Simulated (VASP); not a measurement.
# Zn15Se16 (a cell with a defect) in VASP: further runs

Zn15Se16 (a cell with a defect) is run at these levels: LDA; tasks: single point.

Everything below comes from runs of VASP 6.6.1. Logs are shortened: lines on timing, memory, paths and dates and some standing lists are left out, and cuts for length are marked.

## Step 1: The cell of the first run

The cell holds a defect, 31 atoms: a = 9.643 Å, b = 9.643 Å, c = 9.643 Å, α = 109.47°, β = 109.47°, γ = 109.47°.

## Step 2: Single point, LDA

INCAR

```
SYSTEM = Zn15Se16
ALGO = Normal
EDIFF = 1E-6
ENCUT = 520
GGA = CA
ISIF = 2
ISMEAR = 0
LASPH = .TRUE.
LCHARG = .FALSE.
LREAL = Auto
LWAVE = .FALSE.
NBANDS = 159
NELECT = 278.0
NELM = 100
PREC = Accurate
SIGMA = 0.02
```

KPOINTS

```
Automatic mesh
0
Gamma
  2 2 2
  0.5 0.5 0.5
```

POSCAR

```
Zn15Se16
1.0
    5.5675272874      5.5675272874     -5.5675272874
   -5.5675272874     -5.5675272874     -5.5675272874
   -5.5675272874      5.5675272874      5.5675272874
Zn Se
15 16
Direct
    0.4887013318      0.2474477320      0.2500000320
    0.7500000062      0.0000000000      0.2499999422
    0.7500000062      0.5000000640      0.7500000062
   -0.0025523000      0.4999999742      0.4887012420
    0.2500000320      0.2474477320      0.4887013318
    0.5025522742     -0.0087464322      0.5025522742
    0.7412535740      0.7525523062      0.5025523640
    0.9974477382      0.7387012740      0.2500000320
    0.4887012420      0.4999999742     -0.0025523000
    0.7587464384      0.2612986744      0.0112987322
    0.0112987322      0.2612986744      0.7587464384
    0.2500000320      1.0000000382      0.7500000062
    0.5025523640      0.7525523062      0.7412535740
    0.0112987322      0.0087464322      0.0112987322
    0.2499999422      0.7387012740     -0.0025523000
    0.2500000320      0.4999999742      0.0169007703
    0.4999737507      0.2512629805      0.0012630383
    0.7512893577      0.0012893516      0.0000263133
    0.7487106546      0.4999999742      0.4987369359
    0.0169007703      0.4999999742      0.2500000320
    0.2499999422      0.2669007125      0.2499999422
    0.4987370257     -0.0012892618      0.2500000320
    0.7487107444      0.7487369679      0.2500000320
    0.0012630383      0.7499736929      0.0012630383
    0.4987369359      0.4999999742      0.7487106546
    0.7512892679      0.2500262555      0.7512892679
    0.0012630383      0.2512629805      0.4999737507
    0.2500000320     -0.0012892618      0.4987370257
    0.4830992039      0.7330992359      0.4830992039
    0.0000263133      0.0012893516      0.7512893577
    0.2500000320      0.7487369679      0.7487107444
```

Potentials or basis: VASP PAW LDA potentials, release 64 (Zn, Se).

Command:

```
> cat potpaw_LDA.64/Zn/POTCAR potpaw_LDA.64/Se/POTCAR > POTCAR
> mpirun -np 1 vasp_std > vasp.out
```

OUTCAR:

```text
SYSTEM = Zn15Se16
   EDIFF = 1E-6
   ENCUT = 520
   GGA = CA
   ISIF = 2
   ISMEAR = 0
   LASPH = .TRUE.
   LREAL = Auto
   NELECT = 278.0
   NELM = 100
   PREC = Accurate

 ion  position               nearest neighbor table
   1  0.489  0.247  0.250-  21 2.37  22 2.43  19 2.45  17 2.45
   2  0.750  0.000  0.250-  18 2.42  22 2.42  27 2.42  23 2.42
   3  0.750  0.500  0.750-  24 2.42  19 2.42  25 2.42  26 2.42
   4  0.997  0.500  0.489-  20 2.37  19 2.43  31 2.45  27 2.45
   5  0.250  0.247  0.489-  21 2.37  28 2.43  25 2.45  27 2.45
   6  0.503  0.991  0.503-  29 2.37  26 2.43  28 2.45  22 2.45
   7  0.741  0.753  0.503-  29 2.37  30 2.43  19 2.45  23 2.45
   8  0.997  0.739  0.250-  20 2.37  23 2.43  24 2.45  28 2.45
   9  0.489  0.500  0.997-  16 2.37  25 2.43  23 2.45  17 2.45
  10  0.759  0.261  0.011-  20 2.37  17 2.43  18 2.45  26 2.45
  11  0.011  0.261  0.759-  16 2.37  27 2.43  30 2.45  26 2.45
  12  0.250  0.000  0.750-  28 2.42  17 2.42  30 2.42  31 2.42
  13  0.503  0.753  0.741-  29 2.37  18 2.43  25 2.45  31 2.45
  14  0.011  0.009  0.011-  21 2.37  24 2.43  18 2.45  30 2.45
  15  0.250  0.739  0.997-  16 2.37  31 2.43  24 2.45  22 2.45
  16  0.250  0.500  0.017-   9 2.37  11 2.37  15 2.37
  17  0.500  0.251  0.001-  12 2.42  10 2.43   1 2.45   9 2.45
  18  0.751  0.001  0.000-   2 2.42  13 2.43  10 2.45  14 2.45
  19  0.749  0.500  0.499-   3 2.42   4 2.43   1 2.45   7 2.45
  20  0.017  0.500  0.250-   4 2.37   8 2.37  10 2.37
  21  0.250  0.267  0.250-  14 2.37   5 2.37   1 2.37
  22  0.499  0.999  0.250-   2 2.42   1 2.43   6 2.45  15 2.45
  23  0.749  0.749  0.250-   2 2.42   8 2.43   9 2.45   7 2.45
  24  0.001  0.750  0.001-   3 2.42  14 2.43  15 2.45   8 2.45
  25  0.499  0.500  0.749-   3 2.42   9 2.43   5 2.45  13 2.45
  26  0.751  0.250  0.751-   3 2.42   6 2.43  10 2.45  11 2.45
  27  0.001  0.251  0.500-   2 2.42  11 2.43   5 2.45   4 2.45
  28  0.250  0.999  0.499-  12 2.42   5 2.43   6 2.45   8 2.45
  29  0.483  0.733  0.483-   6 2.37   7 2.37  13 2.37
  30  0.000  0.001  0.751-  12 2.42   7 2.43  11 2.45  14 2.45
  31  0.250  0.749  0.749-  12 2.42  15 2.43   4 2.45  13 2.45

  LATTYP: Found a body centered cubic cell.
 ALAT       =    11.1350545748

  Lattice vectors:

 A1 = (   5.5675272874,   5.5675272874,  -5.5675272874)
 A2 = (  -5.5675272874,  -5.5675272874,  -5.5675272874)
 A3 = (  -5.5675272874,   5.5675272874,   5.5675272874)

Analysis of symmetry for initial positions (statically):
=====================================================================
 Subroutine PRICEL returns:
 Original cell was already a primitive cell.

 Routine SETGRP: Setting up the symmetry group for a
 body centered cubic supercell.

[... 170 lines left out ...]
   ISMEAR =     0;   SIGMA  =   0.02  broadening in eV -4-tet -1-fermi 0-gaus
   EFERMI_NEDOS =   21; number of points for ismear=-14 and -15
   IALGO  =     38    algorithm
   IMIX   =      4    mixing-type and parameters
     AMIX     =   0.40;   BMIX     =  1.00
     AMIX_MAG =   1.60;   BMIX_MAG =  1.00
  volume/ion in A,a.u.               =      22.27       150.27
  Fermi-wavevector in a.u.,A,eV,Ry     =   1.208947  2.284579 19.885647  1.461554
  Thomas-Fermi vector in A             =   2.344540
   LORBIT       =      0    0 simple, 1 ext, 2 COOP (PROOUT), +10 PAW based schemes
   GGA     = CA    functional components
   LHFCALC =     F    Hartree Fock is set to
   AEXX    =    0.0000 exact exchange contribution
   IVDW    =     0    specifies the selected vdW correction
   LEPSILON=     F    determine dielectric tensor
   LRPA    =     F    only Hartree local field effects (RPA)
 non-spin polarized calculation
 Gauss-broadening in eV      SIGMA  =   0.02
  energy-cutoff  :      520.00
  volume of cell :      690.31
 maximum number of plane-waves:     18609
   NGX = 35   NGY = 35   NGZ = 35

 number of electron     278.0000006 magnetization

 Free energy of the ion-electron system (eV)
  ---------------------------------------------------
  ext. energy  EPLUGINS =         0.00000000
  ---------------------------------------------------
  free energy    TOTEN  =      -109.45321842 eV

  energy without entropy =     -109.45321842  energy(sigma->0) =     -109.45321842

 E-fermi :   1.7825     XC(G=0):  -9.8627

 val. band max:        1.6751428918   @ k =   0.2500   0.2500   0.2500
 cond. band min:       4.5378631194   @ k =   0.2500   0.2500   0.2500
 fundamental gap:      2.8627202276
 Fermi energy:         1.7824932684

 k-point     1 :       0.2500    0.2500    0.2500
  band No.  band energies     occupation
      1     -11.3852      2.00000
      2     -11.3852      2.00000
      3     -11.3852      2.00000
      4     -11.2008      2.00000
      5     -10.8035      2.00000
      6     -10.8034      2.00000
[... 143 lines left out ...]
    150       5.3983      0.00000
    151       5.3983      0.00000

 k-point     2 :      -0.2500    0.2500    0.2500
  band No.  band energies     occupation
      1     -11.5969      2.00000
      2     -11.1949      2.00000
      3     -11.1316      2.00000
      4     -11.1316      2.00000
      5     -11.0837      2.00000
      6     -10.9136      2.00000
[... 143 lines left out ...]
    150       5.9750      0.00000
    151       5.9944      0.00000
 [bands above 151 left out]

------------------------ aborting loop because EDIFF is reached ----------------------------------------

  FORCE on cell =-STRESS in cart. coord.  units (eV):
  Direction    XX          YY          ZZ          XY          YZ          ZX
  --------------------------------------------------------------------------------------
  -------------------------------------------------------------------------------------
  Total       12.1277741     12.1277741     12.1277741      0.0000000      0.0000000     -0.0000000
  in kB       28.1478110     28.1478110     28.1478110      0.0000000      0.0000000     -0.0000000
  external PRESSURE =      28.1478110 kB  Pullay stress =       0.0000000 kB

 VOLUME and BASIS-vectors are now :
 -----------------------------------------------------------------------------
  energy-cutoff  :      520.00
  volume of cell :      690.31
      direct lattice vectors                 reciprocal lattice vectors
     5.567527287  5.567527287 -5.567527287     0.000000000  0.089806475 -0.089806475
    -5.567527287 -5.567527287 -5.567527287    -0.089806475  0.000000000 -0.089806475
    -5.567527287  5.567527287  5.567527287    -0.089806475  0.089806475  0.000000000

 POSITION                                       TOTAL-FORCE (eV/Angst)
 -----------------------------------------------------------------------------------
     -0.04870      2.73507     -2.70665         0.011189      0.011189      0.002229
      2.78376      5.56753     -2.78376        -0.000000     -0.000000     -0.000000
     -2.78376      5.56753     -2.78376        -0.000000     -0.000000     -0.000000
      0.04870      5.49041     -5.61622        -0.011189     -0.002229      0.011189
     -2.70665      2.73507     -0.04870         0.002229      0.011189      0.011189
     -5.51883      0.07712     -5.51883        -0.011189      0.002229     -0.011189
[... 23 lines left out ...]
     -4.18986      4.17579      4.17550         0.007722     -0.009934      0.009934
     -6.94520      1.39174     -1.39203        -0.007722      0.009934      0.009934
 -----------------------------------------------------------------------------------
    total drift:                               -0.000908     -0.000554     -0.000769

  FREE ENERGIE OF THE ION-ELECTRON SYSTEM (eV)
  ---------------------------------------------------
  free  energy   TOTEN  =      -109.4532184224 eV

  energy  without entropy=     -109.4532184224  energy(sigma->0) =     -109.45321842
```

stdout:

```text
POSCAR found type information on POSCAR ZnSe
 POSCAR found :  2 types and      31 ions
 scaLAPACK will be used
 LDA part: xc-table for (Slater(with rela. corr.)+CA(PZ))
 , standard interpolation
 POSCAR, INCAR and KPOINTS ok, starting setup
 FFT: planning ... GRIDC
 FFT: planning ... GRID_SOFT
 FFT: planning ... GRID
 WAVECAR not read
 entering main loop
 the old and the new charge density differ
 old charge density:   276.00000 new  278.00000
    0.208E+01
```

Run time: 6.9 min. Hardware: 1 thread of Intel Xeon Platinum 8259CL at 2.50GHz (Skylake/Cascade Lake), shared host; peak memory 0.63 GiB.

Results:

```yaml
Free_energy: -109.4532 eV
Largest_force: 0.056 eV/Å
```

Forces in eV/Å, atoms in the order of the input:
```
Zn   0.011  0.011  0.002
Zn   0.000  0.000  0.000
Zn   0.000  0.000  0.000
Zn  -0.011 -0.002  0.011
Zn   0.002  0.011  0.011
Zn  -0.011  0.002 -0.011
Zn  -0.002  0.011 -0.011
Zn  -0.011 -0.011  0.002
Zn   0.011 -0.002 -0.011
Zn  -0.002 -0.011  0.011
Zn   0.011 -0.011 -0.002
Zn   0.000  0.000  0.000
Zn  -0.011  0.011 -0.002
Zn   0.011  0.002  0.011
Zn   0.002 -0.011 -0.011
Se  -0.032  0.032  0.032
Se   0.008  0.010 -0.010
Se   0.010 -0.010  0.008
Se   0.010  0.008 -0.010
Se   0.032  0.032 -0.032
Se  -0.032 -0.032 -0.032
Se  -0.010 -0.010 -0.008
Se   0.010  0.010 -0.008
Se  -0.010 -0.008 -0.010
Se  -0.010  0.008  0.010
Se   0.010 -0.008  0.010
Se  -0.010  0.010  0.008
Se  -0.008 -0.010 -0.010
Se   0.032 -0.032  0.032
Se   0.008 -0.010  0.010
Se  -0.008  0.010  0.010
```

Caveat: the cell carries a net charge on a neutralising background, which shifts energy and pressure; the cell is charged against a uniform background, so pressure and absolute levels hang on convention.

## Step 3: Single point, LDA

INCAR

```
SYSTEM = Zn15Se16
PREC = Accurate
ENCUT = 520
EDIFF = 1E-6
ISMEAR = 0
SIGMA = 0.02
LREAL = Auto
LASPH = .TRUE.
NELM = 80
ALGO = Normal
ISIF = 2
LWAVE = .FALSE.
LCHARG = .TRUE.
LELF = .TRUE.
LVHAR = .TRUE.
NELECT = 278.0
NBANDS = 159
```

KPOINTS is that of step 2.

POSCAR

```
Zn15Se16
1.0
    5.5675272874      5.5675272874     -5.5675272874
   -5.5675272874     -5.5675272874     -5.5675272874
   -5.5675272874      5.5675272874      5.5675272874
Zn Se
15 16
Direct
    0.4887012509      0.2474477053      0.2500000000
    0.7500000000      0.0000000000      0.2500000000
    0.7500000000      0.5000000000      0.7500000000
   -0.0025522947      0.5000000000      0.4887012509
    0.2500000000      0.2474477053      0.4887012509
    0.5025522947     -0.0087464544      0.5025522947
    0.7412535456      0.7525522947      0.5025522947
    0.9974477053      0.7387012509      0.2500000000
    0.4887012509      0.5000000000     -0.0025522947
    0.7587464544      0.2612987491      0.0112987491
    0.0112987491      0.2612987491      0.7587464544
    0.2500000000      1.0000000000      0.7500000000
    0.5025522947      0.7525522947      0.7412535456
    0.0112987491      0.0087464544      0.0112987491
    0.2500000000      0.7387012509     -0.0025522947
    0.2500000000      0.5000000000      0.0169007921
    0.4999737310      0.2512630301      0.0012630301
    0.7512892991      0.0012892991      0.0000262690
    0.7487107009      0.5000000000      0.4987369699
    0.0169007921      0.5000000000      0.2500000000
    0.2500000000      0.2669007921      0.2500000000
    0.4987369699     -0.0012892991      0.2500000000
    0.7487107009      0.7487369699      0.2500000000
    0.0012630301      0.7499737310      0.0012630301
    0.4987369699      0.5000000000      0.7487107009
    0.7512892991      0.2500262690      0.7512892991
    0.0012630301      0.2512630301      0.4999737310
    0.2500000000     -0.0012892991      0.4987369699
    0.4830992079      0.7330992079      0.4830992079
    0.0000262690      0.0012892991      0.7512892991
    0.2500000000      0.7487369699      0.7487107009
```

Potentials or basis: VASP PAW LDA potentials, release 64 (Zn, Se).

Command:

```
> cat potpaw_LDA.64/Zn/POTCAR potpaw_LDA.64/Se/POTCAR > POTCAR
> mpirun -np 1 vasp_std > vasp.out
```

It took 4.5 min on 1 thread of Intel Xeon Platinum 8559C (Emerald Rapids), shared host; peak memory 0.62 GiB.

It converged, with:

```yaml
Free_energy: -109.4532 eV
Largest_force: 0.056 eV/Å
```

Forces in eV/Å, atoms in the order of the input:
```
Zn   0.011  0.011  0.002
Zn   0.000  0.000  0.000
Zn   0.000  0.000  0.000
Zn  -0.011 -0.002  0.011
Zn   0.002  0.011  0.011
Zn  -0.011  0.002 -0.011
Zn  -0.002  0.011 -0.011
Zn  -0.011 -0.011  0.002
Zn   0.011 -0.002 -0.011
Zn  -0.002 -0.011  0.011
Zn   0.011 -0.011 -0.002
Zn   0.000  0.000  0.000
Zn  -0.011  0.011 -0.002
Zn   0.011  0.002  0.011
Zn   0.002 -0.011 -0.011
Se  -0.032  0.032  0.032
Se   0.008  0.010 -0.010
Se   0.010 -0.010  0.008
Se   0.010  0.008 -0.010
Se   0.032  0.032 -0.032
Se  -0.032 -0.032 -0.032
Se  -0.010 -0.010 -0.008
Se   0.010  0.010 -0.008
Se  -0.010 -0.008 -0.010
Se  -0.010  0.008  0.010
Se   0.010 -0.008  0.010
Se  -0.010  0.010  0.008
Se  -0.008 -0.010 -0.010
Se   0.032 -0.032  0.032
Se   0.008 -0.010  0.010
Se  -0.008  0.010  0.010
```

Levels at points of the mesh, in eV from the Fermi level:
```csv
k point,band 137,band 138,band 139,band 140,band 141,band 142
"(0.25, 0.25, 0.25)",-0.11,-0.11,-0.11,2.76,2.76,2.76
```

Caveat: the cell carries a net charge on a neutralising background, which shifts energy and pressure; the cell is charged against a uniform background, so pressure and absolute levels hang on convention.
